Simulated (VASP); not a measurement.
Input of a VASP 6.6.1 run:

Contents of INCAR:

```
SYSTEM = GaN
PREC     = Accurate       ! precision mode
ENCUT    = 520            ! plane-wave cutoff, eV
EDIFF    = 1E-6           ! SCF threshold, eV
ISMEAR   = -1             ! smearing method
SIGMA    = 0.05           ! smearing width, eV
LREAL    = .False.        ! projectors in reciprocal space
LASPH    = .True.         ! aspherical terms in the spheres
NELM     = 60             ! most SCF steps
ALGO     = Normal         ! electronic algorithm
ISIF     = 2              ! what is computed and relaxed
LWAVE    = .False.        ! write WAVECAR
LCHARG   = .False.        ! write CHGCAR
GGA      = PE             ! functional
NBANDS   = 16             ! bands
```

Contents of KPOINTS:

```
Automatic mesh
0
Gamma
  10 10 10
  0 0 0
```

File POSCAR:

```
GaN
1.0
    3.0390987630      0.0000000000      0.0000000000
   -1.5195493815      2.6319367746      0.0000000000
    0.0000000000      0.0000000000      2.7359984593
Ga N
1 1
Direct
    0.6666700000      0.3333300000      0.5000000000
    0.0000000000      0.0000000000      0.0000000000
```

Potentials or basis: VASP PAW PBE potentials, release 64 (Ga_d, N).

Launch:

```sh
$ cat potpaw_PBE.64/Ga_d/POTCAR potpaw_PBE.64/N/POTCAR > POTCAR
$ mpirun -np 1 vasp_std > vasp.out
```

Question: Predict the pressure.

Answer: -8.2 GPa.

Question: Predict the band gap on the k mesh.

Answer: Zero (band 9 reaches 7.03 eV, above the bottom of band 10 at 5.94 eV).

Stress tensor (GPa, compression positive):
```
 -7.18   0.00   0.00
  0.00  -7.18   0.00
  0.00   0.00 -10.35
```
